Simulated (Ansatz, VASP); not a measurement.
**Ge: VASP beside Ansatz**

```
Ge
1.0
     1.48805   -2.59469    0.00000
     1.48805    2.59469    0.00000
     0.00000    0.00000    4.72760
Ge
2
Direct
  0.33345 0.66655 0.25000
  0.66655 0.33345 0.75000
```

Alike in both runs: task relaxation of cell and atoms; functional LDA; k mesh 10 × 10 × 6; occupations fermi-dirac, width 0.05 eV; no spin polarisation.

|  | VASP | Ansatz |
| --- | --- | --- |
| version | VASP 6.6.1 | Ansatz 0.2.0 |
| potentials or method | VASP PAW LDA potentials, release 64 (Ge_d) | Ansatz PAW |
| plane-wave cutoff (eV) | 600 | 420 |
| valence electrons in the cell | 28 | 28 |

|  | VASP | Ansatz | Ansatz less VASP |
| --- | --- | --- | --- |
| gap on the k mesh at the Fermi level, each at its own relaxed structure (eV) | none | none | - |
| relaxed volume (Å³/atom) | 17.95 | 17.92 | -0.027 |
| relaxed cell length with the largest relative difference (Å) | 4.781 | 5.175 | +0.3941 |

LDA's correlation is that of Perdew and Zunger in VASP and of Perdew and Wang (1992) in Ansatz. A gap of «none» marks a metal or a gap that the smearing closes.

Noted on Ansatz's run: the plane-wave basis is chosen anew once the cell has moved, so the energies of steps on either side of that aren't comparable.
